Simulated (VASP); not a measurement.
AlRu:

```
Ru Al
1.0
     3.05027    0.00000    0.00000
     0.00000    3.05027    0.00000
     0.00000    0.00000    3.05027
Ru Al
1 1
Direct
  0.50000 0.50000 0.50000
  0.00000 0.00000 0.00000
```

Base run:

- Program: VASP 6.6.1
- Functional: PBEsol
- Potentials or basis: VASP PAW PBE potentials, release 64 (Ru_pv, Al)
- Cutoff: 520 eV
- k mesh: 9 × 9 × 9
- Occupations: fermi-dirac, width 0.05 eV
- Spin: no spin polarisation

Its results: pressure -13.8 GPa.

Q: The run is repeated on the same cell with these changes: functional from PBEsol to PBE0; k mesh from 9 × 9 × 9 to 4 × 4 × 4. What comes out?

A: Pressure -17.5 GPa.

Several settings changed at once, so the effect can't be laid on one alone.

Caveats: some runs use coarse meshes; the PAW data sets were made with another functional, which shifts forces and pressure a little.
